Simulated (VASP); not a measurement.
Set up this calculation in VASP 6.6.1, as the native input.

- Task: single point
- Functional: PBEsol
- Potentials or basis: VASP PAW PBE potentials, release 64 (Ti_sv, Al)
- Cutoff: 520 eV
- k mesh: 24 × 24 × 14
- Occupations: gaussian, width 0.15 eV
- Spin: no spin polarisation
- Dipole correction: no
- Further INCAR settings: ALGO = Fast; EDIFF = 1e-07; NBANDS = 14

The structure of TiAl lies in POSCAR:

```
TiAl
1.0
    2.8478212847      0.0000000000      0.0000000000
   -1.4239106423      2.4662855780      0.0000000000
    0.0000000000      0.0000000000      4.6199447394
Ti Al
1 1
Direct
    0.0114276555      0.0228553110      0.0000000000
    0.3130599309      0.6261198618      0.5000000000
```

This cell differs from its parent crystal: atoms displaced along a vibrational mode.

These files were run (other wordings do the same):

INCAR

```
PREC     = Accurate       # precision mode
ENCUT    = 520            # plane-wave cutoff, eV
EDIFF    = 1E-7           # SCF threshold, eV
ISMEAR   = 0              # smearing method
SIGMA    = 0.15           # smearing width, eV
LREAL    = False          # projectors in reciprocal space
LASPH    = True           # aspherical terms in the spheres
NELM     = 60             # most SCF steps
ALGO     = Fast           # electronic algorithm
ISIF     = 2              # what is computed and relaxed
LWAVE    = False          # write WAVECAR
LCHARG   = False          # write CHGCAR
GGA      = PS             # functional
NBANDS   = 14             # bands
```

KPOINTS

```
regular mesh
0
Gamma
  24 24 14
```

Potentials or basis: VASP PAW PBE potentials, release 64 (Ti_sv, Al).

The run is started by

```bash
$ cat potpaw_PBE.64/Ti_sv/POTCAR potpaw_PBE.64/Al/POTCAR > POTCAR
$ mpirun -np 1 vasp_std > vasp.out
```

Results of the run:

```
Pressure               : 0.2 GPa
Largest force          : 0.389 eV/Å
Band gap on the k mesh : zero (an odd number of electrons rules out a gap without spin polarisation)
```

Caveat: the cell differs from its parent crystal (atoms displaced along a vibrational mode); the PAW data sets were made with another functional, which shifts forces and pressure a little.

Wall time 44 min on 1 thread of AMD EPYC 7R43 64-Core Processor (Zen 3) (shared host), peak memory 0.61 GiB.
